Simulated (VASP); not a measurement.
# Rb (I4_1/amd) in VASP: further runs

Runs on Rb. Level: PBE. Tasks: single point.

Program: VASP 6.6.1. These are calculated values, not measurements. Logs are shortened: lines on timing, memory, paths and dates and some standing lists are left out, and cuts for length are marked.

**1. The cell of the first run**

It takes space group I4_1/amd (No. 141, tetragonal). Conventional cell: a = 6.825 Å, b = 6.825 Å, c = 3.681 Å, α = 90.00°, β = 90.00°, γ = 90.00°. Within 4.6 Å of Rb (site symmetry -4m2) lie 10 Rb at 3.53 to 4.39 Å.

**2. Single point, PBE (42.88 Å³/atom)**

File INCAR:

```
SYSTEM = Rb
PREC = Accurate
ENCUT = 520
EDIFF = 1E-6
ISMEAR = -1
SIGMA = 0.08
LREAL = .FALSE.
LASPH = .TRUE.
NELM = 60
ALGO = Normal
ISIF = 2
LWAVE = .FALSE.
LCHARG = .FALSE.
GGA = PE
NBANDS = 16
```

File KPOINTS:

```
Automatic mesh
0
G
  9 9 9
  0 0 0
```

File POSCAR:

```
Rb
1.0
   -3.4127348602      3.4127348602      1.8407190564
    3.4127348602     -3.4127348602      1.8407190564
    3.4127348602      3.4127348602     -1.8407190564
Rb
2
Direct
   -0.3750000000     -0.1250000000     -0.2500000000
    0.3750000000      0.1250000000      0.2500000000
```

Potentials or basis: VASP PAW PBE potentials, release 64 (Rb_sv).

Run with:

```sh
$ cat potpaw_PBE.64/Rb_sv/POTCAR > POTCAR
$ mpirun -np 1 vasp_std > vasp.out
```

OUTCAR:

```text
SYSTEM = Rb
   PREC = Accurate
   ENCUT = 520
   EDIFF = 1E-6
   ISMEAR = -1
   LREAL = .FALSE.
   LASPH = .TRUE.
   NELM = 60
   ISIF = 2
   GGA = PE

 ion  position               nearest neighbor table
   1  0.625  0.875  0.750-   2 3.53   2 3.53   2 3.53   2 3.53   2 4.39   2 4.39   2 4.39   2 4.39
                             2 5.73   2 5.73
   2  0.375  0.125  0.250-   1 3.53   1 3.53   1 3.53   1 3.53   1 4.39   1 4.39   1 4.39   1 4.39
                             1 5.73   1 5.73

  LATTYP: Found a body centered tetragonal cell.
 ALAT       =     6.8254697204
 C/A-ratio  =     0.5393677305

  Lattice vectors:

 A1 = (  -3.4127348602,   3.4127348602,   1.8407190564)
 A2 = (   3.4127348602,  -3.4127348602,   1.8407190564)
 A3 = (   3.4127348602,   3.4127348602,  -1.8407190564)

Analysis of symmetry for initial positions (statically):
=====================================================================
 Subroutine PRICEL returns:
 Original cell was already a primitive cell.

 Routine SETGRP: Setting up the symmetry group for a
 body centered tetragonal supercell.

 Subroutine GETGRP returns: Found 16 space group operations
 (whereof  4 operations were pure point group operations)
 out of a pool of 16 trial point group operations.

The static configuration has the point symmetry C_2h.
 The point group associated with its full space group is D_4h.

Analysis of symmetry for dynamics (positions and initial velocities):
=====================================================================
 Subroutine PRICEL returns:
 Original cell was already a primitive cell.

 Routine SETGRP: Setting up the symmetry group for a
 body centered tetragonal supercell.

 Subroutine GETGRP returns: Found 16 space group operations
 (whereof  4 operations were pure point group operations)
 out of a pool of 16 trial point group operations.

The dynamic configuration has the point symmetry C_2h.
 The point group associated with its full space group is D_4h.

 Subroutine INISYM returns: Found 16 space group operations
 (whereof  4 operations are pure point group operations),
 and found     1 'primitive' translations

----------------------------------------------------------------------------------------

                                     Primitive cell

  volume of cell :      85.7536

  direct lattice vectors                    reciprocal lattice vectors
    -3.412734860  3.412734860  1.840719056     0.000000000  0.146510063  0.271632979
     3.412734860 -3.412734860  1.840719056     0.146510063  0.000000000  0.271632979
     3.412734860  3.412734860 -1.840719056     0.146510063  0.146510063  0.000000000

  length of vectors
     5.165439487  5.165439487  5.165439487     0.308625459  0.308625459  0.207196518

  position of ions in fractional coordinates (direct lattice)
     0.625000000  0.875000000  0.750000000
     0.375000000  0.125000000  0.250000000

  ion indices of the primitive-cell ions
   primitive index   ion index
                 1           1
                 2           2

----------------------------------------------------------------------------------------

 KPOINTS: Automatic mesh

Automatic generation of k-mesh.
 Grid dimensions read from file:
 generate k-points for:    9    9    9

 Generating k-lattice:

  Cartesian coordinates                     Fractional coordinates (reciprocal lattice)
     0.000000000  0.016278896  0.030181442     0.111111111  0.000000000 -0.000000000
     0.016278896  0.000000000  0.030181442     0.000000000  0.111111111 -0.000000000
     0.016278896  0.016278896  0.000000000     0.000000000  0.000000000  0.111111111

  Length of vectors
     0.034291718  0.034291718  0.023021835

  Shift w.r.t. Gamma in fractional coordinates (k-lattice)
     0.000000000  0.000000000  0.000000000

 Subroutine IBZKPT returns following result:
 ===========================================

 Found     75 irreducible k-points:

 Following reciprocal coordinates:
            Coordinates               Weight
  0.000000  0.000000  0.000000      1.000000
  0.111111 -0.000000  0.000000      8.000000
  0.222222  0.000000 -0.000000      8.000000
  0.333333 -0.000000  0.000000      8.000000
  0.444444  0.000000 -0.000000      8.000000
  0.111111  0.111111  0.000000      8.000000
[... 16 lines left out ...]
 -0.333333  0.333333  0.000000      4.000000
  0.444444  0.444444  0.000000      8.000000
 [... further k-points ...]
   k-points           NKPTS =     75   k-points in BZ     NKDIM =     75   number of bands    NBANDS=     16
   number of dos      NEDOS =    301   number of ions     NIONS =      2
   total plane-waves  NPLWV =  64000
   dimension x,y,z NGX =    40 NGY =   40 NGZ =   40
   dimension x,y,z NGXF=    80 NGYF=   80 NGZF=   80
   ions per type =               2
   NGX,Y,Z   is equivalent  to a cutoff of  12.87, 12.87, 12.87 a.u.
   NGXF,Y,Z  is equivalent  to a cutoff of  25.75, 25.75, 25.75 a.u.
 SYSTEM =  Rb
   PREC   = accura    normal or accurate (medium, high low for compatibility)
   ISTART =      0    job   : 0-new  1-cont  2-samecut
   ICHARG =      2    charge: 1-file 2-atom 10-const
   ISPIN  =      1    spin polarized calculation?
   LNONCOLLINEAR =      F non collinear calculations
   LSORBIT =      F    spin-orbit coupling
   LASPH  =      T    aspherical Exc in radial PAW
   ENCUT  =  520.0 eV  38.22 Ry    6.18 a.u.   9.60  9.60  9.60*2*pi/ulx,y,z
   NELM   =     60;   NELMIN=  2; NELMDL= -5     # of ELM steps
   EDIFF  = 0.1E-05   stopping-criterion for ELM
   LREAL  =      F    real-space projection
   EDIFFG = 0.1E-04   stopping-criterion for IOM
   NSW    =      0    number of steps for IOM
   IBRION =     -1    ionic relax: 0-MD 1-quasi-New 2-CG
   NFREE  =      0    steps in history (QN), initial steepest desc. (CG)
   ISIF   =      2    stress and relaxation
   ISYM   =      2    0-nonsym 1-usesym 2-fastsym
   POTIM  = 0.5000    time-step for ionic-motion
   TEBEG  =    0.0;   TEEND  =   0.0 temperature during run
   PSTRESS=    0.0 pullay stress
   NELECT =      18.0000    total number of electrons
   NUPDOWN=      -1.0000    fix difference up-down
   EMIN   =  10.00;   EMAX   =-10.00  energy-range for DOS
   EFERMI =   0.00;   METHOD = LEGACY
   ISMEAR =    -1;   SIGMA  =   0.08  broadening in eV -4-tet -1-fermi 0-gaus
   EFERMI_NEDOS =   21; number of points for ismear=-14 and -15
   IALGO  =     38    algorithm
   IMIX   =      4    mixing-type and parameters
     AMIX     =   0.40;   BMIX     =  1.00
     AMIX_MAG =   1.60;   BMIX_MAG =  1.00
  volume/ion in A,a.u.               =      42.88       289.35
  Fermi-wavevector in a.u.,A,eV,Ry     =   0.972930  1.838571 12.879169  0.946592
  Thomas-Fermi vector in A             =   2.103268
   LORBIT       =      0    0 simple, 1 ext, 2 COOP (PROOUT), +10 PAW based schemes
   GGA     = PE    functional components
   LHFCALC =     F    Hartree Fock is set to
   AEXX    =    0.0000 exact exchange contribution
   IVDW    =     0    specifies the selected vdW correction
   LEPSILON=     F    determine dielectric tensor
   LRPA    =     F    only Hartree local field effects (RPA)
 non-spin polarized calculation
  energy-cutoff  :      520.00
  volume of cell :       85.75
 maximum number of plane-waves:      2359
   NGX = 19   NGY = 19   NGZ = 19

 number of electron      18.0000000 magnetization

 Free energy of the ion-electron system (eV)
  ---------------------------------------------------
  ext. energy  EPLUGINS =         0.00000000
  ---------------------------------------------------
  free energy    TOTEN  =        -0.33258228 eV

  energy without entropy =       -0.27189619  energy(sigma->0) =       -0.30223923

 E-fermi :   2.5219     XC(G=0):  -7.6803

 val. band max:        2.5075974521   @ k =  -0.3333   0.3333   0.1111
 cond. band min:       2.5313696003   @ k =   0.3333   0.3333   0.1111
 fundamental gap:      0.0237721482
 Fermi energy:         2.5219036502

 k-point     1 :       0.0000    0.0000    0.0000
  band No.  band energies     occupation
      1     -26.6747      2.00000
      2     -26.4502      2.00000
      3     -11.1574      2.00000
      4     -11.1574      2.00000
      5     -10.3082      2.00000
      6     -10.3000      2.00000
[... 8 lines left out ...]
     15       7.0318      0.00000
     16       8.1157      0.00000

 k-point     2 :       0.1111   -0.0000    0.0000
  band No.  band energies     occupation
      1     -26.6606      2.00000
      2     -26.4481      2.00000
      3     -11.1469      2.00000
      4     -11.1145      2.00000
      5     -10.4230      2.00000
      6     -10.4059      2.00000
[... 8 lines left out ...]
     15       6.2640      0.00000
     16       8.2709      0.00000

 k-point     3 :       0.2222    0.0000   -0.0000
  band No.  band energies     occupation
      1     -26.6238      2.00000
      2     -26.4440      2.00000
      3     -11.1192      2.00000
      4     -11.0186      2.00000
      5     -10.7033      2.00000
      6     -10.6247      2.00000
[... 8 lines left out ...]
     15       6.7549      0.00000
     16       7.2834      0.00000

 k-point     4 :       0.3333   -0.0000    0.0000
  band No.  band energies     occupation
      1     -26.5784      2.00000
      2     -26.4422      2.00000
      3     -11.0859      2.00000
      4     -11.0759      2.00000
      5     -10.9411      2.00000
      6     -10.7304      2.00000
[... 8 lines left out ...]
     15       7.1594      0.00000
     16       7.3243      0.00000

 k-point     5 :       0.4444    0.0000   -0.0000
  band No.  band energies     occupation
      1     -26.5447      2.00000
      2     -26.4447      2.00000
      3     -11.2386      2.00000
      4     -11.0810      2.00000
      5     -11.0630      2.00000
      6     -10.6435      2.00000
[... 8 lines left out ...]
     15       6.6680      0.00000
     16       7.8325      0.00000

 k-point     6 :       0.1111    0.1111    0.0000
  band No.  band energies     occupation
      1     -26.6295      2.00000
      2     -26.4383      2.00000
      3     -11.0832      2.00000
      4     -11.0816      2.00000
      5     -10.6882      2.00000
      6     -10.6337      2.00000
[... 8 lines left out ...]
     15       6.6113      0.00000
     16       7.5882      0.00000

 k-point     7 :       0.2222    0.1111    0.0000
  band No.  band energies     occupation
      1     -26.5869      2.00000
      2     -26.4338      2.00000
      3     -11.1034      2.00000
      4     -11.0365      2.00000
      5     -10.9107      2.00000
      6     -10.8356      2.00000
[... 8 lines left out ...]
     15       6.9302      0.00000
     16       7.4240      0.00000

 k-point     8 :       0.3333    0.1111    0.0000
  band No.  band energies     occupation
      1     -26.5500      2.00000
      2     -26.4395      2.00000
      3     -11.2463      2.00000
      4     -11.0782      2.00000
      5     -11.0123      2.00000
      6     -10.7676      2.00000
[... 8 lines left out ...]
     15       6.7312      0.00000
     16       7.5843      0.00000

 k-point     9 :       0.4444    0.1111    0.0000
  band No.  band energies     occupation
      1     -26.5380      2.00000
      2     -26.4514      2.00000
      3     -11.2571      2.00000
      4     -11.0853      2.00000
      5     -11.0309      2.00000
      6     -10.6673      2.00000
[... 8 lines left out ...]
     15       6.6141      0.00000
     16       7.6601      0.00000
[... 172 lines left out ...]
 k-point    19 :      -0.2222    0.2222    0.0000
  band No.  band energies     occupation
      1     -26.6482      2.00000
      2     -26.4763      2.00000
      3     -11.0883      2.00000
      4     -11.0695      2.00000
      5     -10.4382      2.00000
      6     -10.4000      2.00000
[... 8 lines left out ...]
     15       7.3245      0.00000
     16       8.4896      0.00000

 k-point    20 :       0.3333    0.3333    0.0000
  band No.  band energies     occupation
      1     -26.5311      2.00000
      2     -26.4889      2.00000
      3     -11.1748      2.00000
      4     -10.9675      2.00000
      5     -10.9168      2.00000
      6     -10.7372      2.00000
[... 8 lines left out ...]
     15       7.0222      0.00000
     16       7.3109      0.00000

 k-point    21 :       0.4444    0.3333    0.0000
  band No.  band energies     occupation
      1     -26.5524      2.00000
      2     -26.5145      2.00000
      3     -11.0445      2.00000
      4     -10.8918      2.00000
      5     -10.7927      2.00000
      6     -10.5820      2.00000
[... 8 lines left out ...]
     15       6.7404      0.00000
     16       7.2663      0.00000

 k-point    22 :      -0.4444    0.3333    0.0000
  band No.  band energies     occupation
      1     -26.5910      2.00000
      2     -26.5170      2.00000
      3     -11.0084      2.00000
      4     -10.8286      2.00000
      5     -10.7374      2.00000
      6     -10.5518      2.00000
[... 8 lines left out ...]
     15       6.7764      0.00000
     16       7.6643      0.00000

 k-point    23 :      -0.3333    0.3333    0.0000
  band No.  band energies     occupation
      1     -26.6182      2.00000
      2     -26.5060      2.00000
      3     -10.9996      2.00000
      4     -10.9676      2.00000
      5     -10.5591      2.00000
      6     -10.5547      2.00000
[... 8 lines left out ...]
     15       7.0142      0.00000
     16       8.0523      0.00000

 k-point    24 :       0.4444    0.4444    0.0000
  band No.  band energies     occupation
      1     -26.5562      2.00000
      2     -26.5517      2.00000
      3     -10.9108      2.00000
      4     -10.8593      2.00000
      5     -10.7236      2.00000
      6     -10.6511      2.00000
[... 8 lines left out ...]
     15       6.8047      0.00000
     16       7.0853      0.00000

 [... further k-points ...]

------------------------ aborting loop because EDIFF is reached ----------------------------------------

  FORCE on cell =-STRESS in cart. coord.  units (eV):
  Direction    XX          YY          ZZ          XY          YZ          ZX
  --------------------------------------------------------------------------------------
  -------------------------------------------------------------------------------------
  Total        4.2274356      4.2274356      4.2366596      0.0000000      0.0000000      0.0000000
  in kB       78.9832476     78.9832476     79.1555846      0.0000000      0.0000000      0.0000000
  external PRESSURE =      79.0406933 kB  Pullay stress =       0.0000000 kB

 VOLUME and BASIS-vectors are now :
 -----------------------------------------------------------------------------
  energy-cutoff  :      520.00
  volume of cell :       85.75
      direct lattice vectors                 reciprocal lattice vectors
    -3.412734860  3.412734860  1.840719056     0.000000000  0.146510063  0.271632979
     3.412734860 -3.412734860  1.840719056     0.146510063  0.000000000  0.271632979
     3.412734860  3.412734860 -1.840719056     0.146510063  0.146510063  0.000000000

 POSITION                                       TOTAL-FORCE (eV/Angst)
 -----------------------------------------------------------------------------------
      3.41273      1.70637      1.38054        -0.000000     -0.000000      0.000000
      0.00000      1.70637      0.46018         0.000000      0.000000     -0.000000
 -----------------------------------------------------------------------------------
    total drift:                               -0.000000     -0.000000      0.000000

  FREE ENERGIE OF THE ION-ELECTRON SYSTEM (eV)
  ---------------------------------------------------
  free  energy   TOTEN  =        -0.3325822792 eV

  energy  without entropy=       -0.2718961870  energy(sigma->0) =       -0.30223923
```

Wall time 42 s (1 thread of AMD EPYC 9R45 (Zen 5), shared host); peak memory 0.24 GiB.

What came out:

- Free energy: -0.3326 eV
- Pressure: 7.9 GPa
- Band gap on the k mesh: zero (bands 9 and 10 overlap by 1.23 eV)

Caveat: the cell stands under pressure.

(Continued in part 2 of 2.)

The gap in the log of VASP goes by the Fermi energy; the results here count the filled bands.